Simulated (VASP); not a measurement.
Here is a VASP 6.6.1 calculation.

The input POSCAR:

```
SrTiO3
1.0
    3.7189319457      0.0000000000      0.0000000000
    0.0000000000      3.7189319457      0.0000000000
    0.0000000000      0.0000000000      4.0390970982
Sr Ti O
1 1 3
Direct
    0.0000000000      0.0000000000      0.0000000000
    0.5000000000      0.5000000000      0.5000000000
    0.5000000000      0.0000000000      0.5000000000
    0.5000000000      0.5000000000      0.0000000000
    0.0000000000      0.5000000000      0.5000000000
```

Contents of INCAR.step1:

```
ALGO = Normal
EDIFF = 1E-5
ENCUT = 910
GGA = PE
GGA_COMPAT = F
ISMEAR = 0
LASPH = T
LCHARG = F
LREAL = F
LWAVE = T
NBANDS = 28
NELM = 120
PREC = Accurate
SIGMA = 0.01
```

File INCAR.step2:

```
ALGO = Normal
EDIFF = 1E-6
ENCUT = 910
GGA_COMPAT = F
ISIF = 2
ISMEAR = 0
ISTART = 1
LASPH = T
LCHARG = F
LMIXTAU = T
LREAL = F
LWAVE = F
METAGGA = R2SCAN
NBANDS = 28
NELM = 120
PREC = Accurate
SIGMA = 0.01
```

File KPOINTS:

```
k-points
0
Gamma
  6 6 6
```

Potentials or basis: VASP PAW PBE potentials, release 64 (Sr_sv, Ti_sv, O_h).

Launch:

```bash
$ cat potpaw_PBE.64/Sr_sv/POTCAR potpaw_PBE.64/Ti_sv/POTCAR potpaw_PBE.64/O_h/POTCAR > POTCAR
$ cp INCAR.step1 INCAR
$ mpirun -np 1 vasp_std > vasp.out
$ cp INCAR.step2 INCAR
$ mpirun -np 1 vasp_std > vasp.out
```

**Question.** What does it give for the band gap on the k mesh?

**Answer.** 2.24 eV (least direct gap 2.68 eV).

**Question.** Estimate the pressure.

**Answer.** 17.5 GPa.

Stress tensor (GPa, compression positive):
```
25.86  0.00  0.00
 0.00 25.86  0.00
 0.00  0.00  0.66
```

Caveat: the cell differs from its parent crystal (epitaxial xy strain -4.8%); the stress differs along the axes, from 1 to 26 GPa; the PAW data sets were made with another functional, which shifts forces and pressure a little. A k mesh can miss the band edges.
